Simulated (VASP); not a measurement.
A run of VASP 6.6.1 is set up as follows.

INCAR

```
SYSTEM = Fe2O3
PREC     = Accurate       ! precision mode
ENCUT    = 600            ! plane-wave cutoff, eV
EDIFF    = 1E-6           ! SCF threshold, eV
ISMEAR   = -1             ! smearing method
SIGMA    = 0.05           ! smearing width, eV
LREAL    = .False.        ! projectors in reciprocal space
LASPH    = .True.         ! aspherical terms in the spheres
NELM     = 200            ! most SCF steps
ALGO     = Normal         ! electronic algorithm
ISIF     = 2              ! what is computed and relaxed
LWAVE    = .False.        ! write WAVECAR
LCHARG   = .False.        ! write CHGCAR
ISPIN    = 2              ! spin polarisation
MAGMOM   = 3 3 3 3 0 0 0 0 0 0 ! initial moments
LORBIT   = 11             ! projections on sites
LMAXMIX  = 4              ! l up to which the mixer works
GGA      = PE             ! functional
ALDAC    = 0.0          
AGGAC    = 0.0          
NBANDS   = 49             ! bands
GGA_COMPAT= .False.
```

KPOINTS

```
regular mesh
0
Gamma
  7 7 7
  0 0 0
```

Contents of POSCAR:

```
Fe2O3
1.0
    2.5684046997      1.4828691448      4.6807025968
   -2.5684046997      1.4828691448      4.6807025968
    0.0000000000     -2.9657382895      4.6807025968
Fe O
4 6
Direct
    0.3553000000      0.3553000000      0.3553000000
    0.1447000000      0.1447000000      0.1447000000
    0.6447000000      0.6447000000      0.6447000000
    0.8553000000      0.8553000000      0.8553000000
    0.5559000000      0.2500000000      0.9441000000
    0.2500000000      0.9441000000      0.5559000000
    0.9441000000      0.5559000000      0.2500000000
    0.4441000000      0.7500000000      0.0559000000
    0.7500000000      0.0559000000      0.4441000000
    0.0559000000      0.4441000000      0.7500000000
```

Potentials or basis: VASP PAW PBE potentials, release 64 (Fe, O).

The run is started by

```bash
$ cat potpaw_PBE.64/Fe/POTCAR potpaw_PBE.64/O/POTCAR > POTCAR
$ mpirun -np 1 vasp_std > vasp.out
```

Problem. Predict the net moment.

Solution. 19.07 μB per cell.

Problem. What does it give for the pressure?

Solution. 16.2 GPa.

Problem. What does it give for the largest force?

Solution. 0.146 eV/Å.

Forces in eV/Å, atoms in the order of the input:
```
Fe   0.000  0.000  0.032
Fe   0.000  0.000 -0.032
Fe   0.000  0.000 -0.032
Fe   0.000  0.000  0.032
O    0.073  0.126  0.000
O    0.073 -0.126  0.000
O   -0.146  0.000  0.000
O   -0.073 -0.126  0.000
O   -0.073  0.126  0.000
O    0.146  0.000  0.000
```

Caveat: the cell stands under pressure; only a ferromagnetic start was run, and an antiferromagnetic order may lie lower in energy.
